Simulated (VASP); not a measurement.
Crystal: MgO (Periclase).

```
Mg O
1.0
     0.00000    2.08178    2.08178
     2.08178    0.00000    2.08178
     2.08178    2.08178    0.00000
Mg O
1 1
Direct
  0.00000 0.00000 0.00000
  0.50000 0.50000 0.50000
```

This cell differs from its parent crystal: strain -1.0%.

Base run:

* Program: VASP 6.6.1
* Functional: PBE
* Potentials or basis: VASP PAW PBE potentials, release 64 (Mg, O)
* Cutoff: 520 eV
* k mesh: 10 × 10 × 10
* Occupations: fermi-dirac, width 0.02 eV
* Spin: no spin polarisation

Its results: band gap on the k mesh 5.07 eV, direct; pressure 10.2 GPa.

The run is repeated on the same cell with these changes: functional from PBE to r2SCAN; occupations from fermi-dirac, width 0.02 eV to gaussian, width 0.01 eV. What comes out?

Band gap on the k mesh 5.96 eV, direct; pressure 4.0 GPa.

Caveats: the PAW data sets were made with another functional, which shifts forces and pressure a little (some runs).

